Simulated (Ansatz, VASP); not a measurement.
## One calculation of CO2, two programs

```
CELL_PARAMETERS angstrom
12.00000 0.00000 0.00000
0.00000 12.50000 0.00000
0.00000 0.00000 13.00000
ATOMIC_POSITIONS crystal
C 0.50000 0.50000 0.50000
O 0.50000 0.50000 0.59005
O 0.50000 0.50000 0.40995
```

Alike in both runs: task single point; functional PBE; dispersion D3(BJ); k mesh 1 × 1 × 1; occupations gaussian, width 0.01 eV; no spin polarisation.

|  | VASP | Ansatz |
| --- | --- | --- |
| version | VASP 6.6.1 | Ansatz 0.2.0 |
| potentials or method | VASP PAW PBE potentials, release 64 (C, O) | scalar-relativistic, plane waves, PAW |
| plane-wave cutoff (eV) | 520 | 420 |
| valence electrons in the cell | 16 | 16 |

```csv
,VASP,Ansatz,Ansatz less VASP
rms of the force components (eV/Å),0.298,0.001,-0.2966
```

Atom by atom the forces differ by 0.299 eV/Å (rms over components). One of these differences is far larger than is usual between the two programs; its cause wasn't traced.

Noted on VASP's run: the standard files for N, O and F lose accuracy on very short bonds.
